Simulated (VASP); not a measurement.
# W in VASP: notebook, part 2 of 2

VASP 6.6.1. The steps go on from the part before.

## (3) Single point, PBE (z stretched by +2 % at fixed volume)

Input file INCAR:

```
PREC = Accurate
ENCUT = 520
EDIFF = 1E-6
ISMEAR = -1
SIGMA = 0.08
LREAL = False
LASPH = True
NELM = 60
ALGO = Normal
ISIF = 2
LWAVE = False
LCHARG = False
GGA = PE
NBANDS = 13
```

Input file KPOINTS:

```
Automatic mesh
0
Gamma
  14 14 14
```

Input file POSCAR:

```
W
1.0
   -1.5815626704      1.5815626704      1.6292460000
    1.5815626704     -1.5815626704      1.6292460000
    1.5815626704      1.5815626704     -1.6292460000
W
1
Direct
    0.0000000000      0.0000000000      0.0000000000
```

Potentials or basis: VASP PAW PBE potentials, release 64 (W_sv).

Started as:

```bash
cat potpaw_PBE.64/W_sv/POTCAR > POTCAR
mpirun -np 1 vasp_std > vasp.out
```

OUTCAR:

```text
PREC = Accurate
   ENCUT = 520
   EDIFF = 1E-6
   ISMEAR = -1
   LREAL = False
   LASPH = True
   NELM = 60
   ISIF = 2
   GGA = PE

 ion  position               nearest neighbor table
   1  0.000  0.000  0.000-

  LATTYP: Found a body centered tetragonal cell.
 ALAT       =     3.1631253408
 C/A-ratio  =     1.0301495037

  Lattice vectors:

 A1 = (  -1.5815626704,   1.5815626704,   1.6292460000)
 A2 = (   1.5815626704,  -1.5815626704,   1.6292460000)
 A3 = (   1.5815626704,   1.5815626704,  -1.6292460000)

Analysis of symmetry for initial positions (statically):
=====================================================================
 Subroutine PRICEL returns:
 Original cell was already a primitive cell.

 Routine SETGRP: Setting up the symmetry group for a
 body centered tetragonal supercell.

 Subroutine GETGRP returns: Found 16 space group operations
 (whereof 16 operations were pure point group operations)
 out of a pool of 16 trial point group operations.

The static configuration has the point symmetry D_4h.

Analysis of symmetry for dynamics (positions and initial velocities):
=====================================================================
 Subroutine PRICEL returns:
 Original cell was already a primitive cell.

 Routine SETGRP: Setting up the symmetry group for a
 body centered tetragonal supercell.

 Subroutine GETGRP returns: Found 16 space group operations
 (whereof 16 operations were pure point group operations)
 out of a pool of 16 trial point group operations.

The dynamic configuration has the point symmetry D_4h.

 Subroutine INISYM returns: Found 16 space group operations
 (whereof 16 operations are pure point group operations),
 and found     1 'primitive' translations

----------------------------------------------------------------------------------------

                                     Primitive cell

  volume of cell :      16.3012

  direct lattice vectors                    reciprocal lattice vectors
    -1.581562670  1.581562670  1.629246000     0.000000000  0.316143021  0.306890427
     1.581562670 -1.581562670  1.629246000     0.316143021  0.000000000  0.306890427
     1.581562670  1.581562670 -1.629246000     0.316143021  0.316143021  0.000000000

  length of vectors
     2.767150789  2.767150789  2.767150789     0.440599754  0.440599754  0.447093747

  position of ions in fractional coordinates (direct lattice)
     0.000000000  0.000000000  0.000000000

  ion indices of the primitive-cell ions
   primitive index   ion index
                 1           1

----------------------------------------------------------------------------------------

 KPOINTS: Automatic mesh

Automatic generation of k-mesh.
 Grid dimensions read from file:
 generate k-points for:   14   14   14

 Generating k-lattice:

  Cartesian coordinates                     Fractional coordinates (reciprocal lattice)
     0.000000000  0.022581644  0.021920745     0.071428571 -0.000000000  0.000000000
     0.022581644  0.000000000  0.021920745    -0.000000000  0.071428571  0.000000000
     0.022581644  0.022581644  0.000000000     0.000000000  0.000000000  0.071428571

  Length of vectors
     0.031471411  0.031471411  0.031935268

  Shift w.r.t. Gamma in fractional coordinates (k-lattice)
     0.000000000  0.000000000  0.000000000

 Subroutine IBZKPT returns following result:
 ===========================================

 Found    244 irreducible k-points:

 Following reciprocal coordinates:
            Coordinates               Weight
  0.000000  0.000000  0.000000      1.000000
  0.071429  0.000000  0.000000      8.000000
  0.142857  0.000000  0.000000      8.000000
  0.214286  0.000000 -0.000000      8.000000
  0.285714  0.000000  0.000000      8.000000
  0.357143  0.000000 -0.000000      8.000000
[... 16 lines left out ...]
  0.214286  0.142857 -0.000000     16.000000
  0.285714  0.142857  0.000000     16.000000
 [... further k-points ...]
   k-points           NKPTS =    244   k-points in BZ     NKDIM =    244   number of bands    NBANDS=     13
   number of dos      NEDOS =    301   number of ions     NIONS =      1
   total plane-waves  NPLWV =  13824
   dimension x,y,z NGX =    24 NGY =   24 NGZ =   24
   dimension x,y,z NGXF=    48 NGYF=   48 NGZF=   48
   ions per type =               1
   NGX,Y,Z   is equivalent  to a cutoff of  14.42, 14.42, 14.42 a.u.
   NGXF,Y,Z  is equivalent  to a cutoff of  28.84, 28.84, 28.84 a.u.
 SYSTEM =  unknown system
   PREC   = accura    normal or accurate (medium, high low for compatibility)
   ISTART =      0    job   : 0-new  1-cont  2-samecut
   ICHARG =      2    charge: 1-file 2-atom 10-const
   ISPIN  =      1    spin polarized calculation?
   LNONCOLLINEAR =      F non collinear calculations
   LSORBIT =      F    spin-orbit coupling
   LASPH  =      T    aspherical Exc in radial PAW
   ENCUT  =  520.0 eV  38.22 Ry    6.18 a.u.   5.15  5.15  5.15*2*pi/ulx,y,z
   NELM   =     60;   NELMIN=  2; NELMDL= -5     # of ELM steps
   EDIFF  = 0.1E-05   stopping-criterion for ELM
   LREAL  =      F    real-space projection
   EDIFFG = 0.1E-04   stopping-criterion for IOM
   NSW    =      0    number of steps for IOM
   IBRION =     -1    ionic relax: 0-MD 1-quasi-New 2-CG
   NFREE  =      0    steps in history (QN), initial steepest desc. (CG)
   ISIF   =      2    stress and relaxation
   ISYM   =      2    0-nonsym 1-usesym 2-fastsym
   POTIM  = 0.5000    time-step for ionic-motion
   TEBEG  =    0.0;   TEEND  =   0.0 temperature during run
   PSTRESS=    0.0 pullay stress
   NELECT =      14.0000    total number of electrons
   NUPDOWN=      -1.0000    fix difference up-down
   EMIN   =  10.00;   EMAX   =-10.00  energy-range for DOS
   EFERMI =   0.00;   METHOD = LEGACY
   ISMEAR =    -1;   SIGMA  =   0.08  broadening in eV -4-tet -1-fermi 0-gaus
   EFERMI_NEDOS =   21; number of points for ismear=-14 and -15
   IALGO  =     38    algorithm
   IMIX   =      4    mixing-type and parameters
     AMIX     =   0.40;   BMIX     =  1.00
     AMIX_MAG =   1.60;   BMIX_MAG =  1.00
  volume/ion in A,a.u.               =      16.30       110.01
  Fermi-wavevector in a.u.,A,eV,Ry     =   1.556125  2.940649 32.946829  2.421524
  Thomas-Fermi vector in A             =   2.659966
   LORBIT       =      0    0 simple, 1 ext, 2 COOP (PROOUT), +10 PAW based schemes
   GGA     = PE    functional components
   LHFCALC =     F    Hartree Fock is set to
   AEXX    =    0.0000 exact exchange contribution
   IVDW    =     0    specifies the selected vdW correction
   LEPSILON=     F    determine dielectric tensor
   LRPA    =     F    only Hartree local field effects (RPA)
 non-spin polarized calculation
  energy-cutoff  :      520.00
  volume of cell :       16.30
 maximum number of plane-waves:       452
 NGX is ok and might be reduce to    24
   NGX = 11   NGY = 11   NGZ = 11

 number of electron      14.0000000 magnetization

 Free energy of the ion-electron system (eV)
  ---------------------------------------------------
  ext. energy  EPLUGINS =         0.00000000
  ---------------------------------------------------
  free energy    TOTEN  =       -12.94531227 eV

  energy without entropy =      -12.93368247  energy(sigma->0) =      -12.93949737

 E-fermi :  11.0914     XC(G=0): -13.4837

 val. band max:       11.0745332493   @ k =  -0.4286   0.5000   0.2857
 cond. band min:      11.0919516655   @ k =  -0.4286   0.4286   0.0000
 fundamental gap:      0.0174184162
 Fermi energy:        11.0913865587

 k-point     1 :       0.0000    0.0000    0.0000
  band No.  band energies     occupation
      1     -63.1828      2.00000
      2     -26.7903      2.00000
      3     -26.7807      2.00000
      4     -26.7807      2.00000
      5       1.5616      2.00000
      6       9.7424      2.00000
      7       9.7424      2.00000
      8      10.1140      1.99999
      9      12.9761      0.00000
     10      13.4747      0.00000
     11      25.1366      0.00000
     12      25.6925      0.00000
     13      25.6925      0.00000
[... 353 lines left out ...]
 k-point    24 :       0.2857    0.1429    0.0000
  band No.  band energies     occupation
      1     -63.0805      2.00000
      2     -27.7293      2.00000
      3     -27.1416      2.00000
      4     -26.8532      2.00000
      5       5.5049      2.00000
      6       8.1015      2.00000
      7       9.0641      2.00000
      8      12.6596      0.00000
      9      13.7545      0.00000
     10      15.9565      0.00000
     11      23.1459      0.00000
     12      25.4043      0.00000
     13      28.6104      0.00000

 [... further k-points ...]
[... 5 lines left out ...]
  --------------------------------------------------------------------------------------
  -------------------------------------------------------------------------------------
  Total        0.0323878      0.0323878     -0.7715267      0.0000000      0.0000000      0.0000000
  in kB        3.1832623      3.1832623    -75.8301748      0.0000000      0.0000000      0.0000000
  external PRESSURE =     -23.1545501 kB  Pullay stress =       0.0000000 kB

 VOLUME and BASIS-vectors are now :
 -----------------------------------------------------------------------------
  energy-cutoff  :      520.00
  volume of cell :       16.30
      direct lattice vectors                 reciprocal lattice vectors
    -1.581562670  1.581562670  1.629246000     0.000000000  0.316143021  0.306890427
     1.581562670 -1.581562670  1.629246000     0.316143021  0.000000000  0.306890427
     1.581562670  1.581562670 -1.629246000     0.316143021  0.316143021  0.000000000

 POSITION                                       TOTAL-FORCE (eV/Angst)
 -----------------------------------------------------------------------------------
      0.00000      0.00000      0.00000         0.000000     -0.000000     -0.000000
 -----------------------------------------------------------------------------------
    total drift:                                0.000000      0.000000      0.000000

  FREE ENERGIE OF THE ION-ELECTRON SYSTEM (eV)
  ---------------------------------------------------
  free  energy   TOTEN  =       -12.9453122652 eV

  energy  without entropy=      -12.9336824681  energy(sigma->0) =      -12.93949737
```

Wall time 24 s (1 thread of Intel Xeon 6975P-C, shared host); peak memory 0.18 GiB.

Results:

```yaml
Free_energy: -12.9453 eV
Pressure: -2.3 GPa
Band_gap_on_the_k_mesh: zero (band 7 reaches 15.93 eV, above the bottom of band 8 at 10.04 eV)
```

Caveat: spin-orbit coupling is left out, which moves the levels of the heavy elements.

## (4) Single point, PBE (x and y stretched by +1.5 %, z held)

Input file INCAR:

```
ALGO = Normal
EDIFF = 1E-6
ENCUT = 520
GGA = PE
ISIF = 2
ISMEAR = -1
LASPH = T
LCHARG = T
LELF = T
LREAL = F
LVHAR = T
LWAVE = F
NBANDS = 13
NELM = 80
PREC = Accurate
SIGMA = 0.08
```

Input file KPOINTS:

```
k-points
0
Gamma
  14 14 14
```

Input file POSCAR:

```
W
1.0
   -1.6212595000      1.6212595000      1.5973000000
    1.6212595000     -1.6212595000      1.5973000000
    1.6212595000      1.6212595000     -1.5973000000
W
1
Direct
    0.0000000000      0.0000000000      0.0000000000
```

Started as:

```bash
cat potpaw_PBE.64/W_sv/POTCAR > POTCAR
mpirun -np 1 vasp_std > vasp.out
```

It took 27 s on 1 thread of Intel Xeon 6975P-C, shared host; peak memory 0.18 GiB.

Results (log left out):

```
Free energy            : -12.9313 eV
Pressure               : -10.6 GPa
Band gap on the k mesh : zero (band 7 reaches 15.36 eV, above the bottom of band 8 at 9.55 eV)
```

Stress tensor (GPa, compression positive):
```
-11.94   0.00   0.00
  0.00 -11.94   0.00
  0.00   0.00  -7.84
```

Levels at points of the mesh, in eV from the Fermi level:
```tsv
k point	band 4	band 5	band 6	band 7	band 8	band 9	band 10	band 11
(0.00, 0.00, 0.00)	-37.95	-9.36	-1.31	-1.12	-1.12	1.95	2.20	14.25
(0.50, 0.00, 0.00)	-37.96	-5.95	-3.41	0.49	2.00	2.91	5.61	10.16
(0.50, 0.50, 0.00)	-37.95	-5.96	-3.22	0.38	1.77	2.76	5.57	10.05
(0.50, 0.50, 0.50)	-38.68	-5.45	-5.41	4.69	4.69	4.75	7.62	7.62
```

Caveat: the cell differs from its parent crystal (x and y stretched by +1.5 %, z held); spin-orbit coupling is left out, which moves the levels of the heavy elements.

## (5) Overview

```tsv
cell	gap on the mesh (eV)	pressure (GPa)
a = 2.767 Å, angles 109.5°, 1 atom	none	-2.3
a = 2.767 Å, angles 110.3, 110.3, 107.9°, 1 atom	none	-2.3
a = 2.794 Å, angles 109.1, 109.1, 110.3°, 1 atom	none	-10.6
```

Alike in all rows: task single point; level PBE; potentials or basis VASP PAW PBE potentials, release 64 (W_sv); no spin polarisation; k mesh 14 × 14 × 14; cutoff (eV) 520; smearing fermi-dirac 0.08 eV.

Caveats: spin-orbit coupling is left out, which moves the levels of the heavy elements.

Total energies depend on the potentials used, so only differences within one code and one set of settings carry meaning.
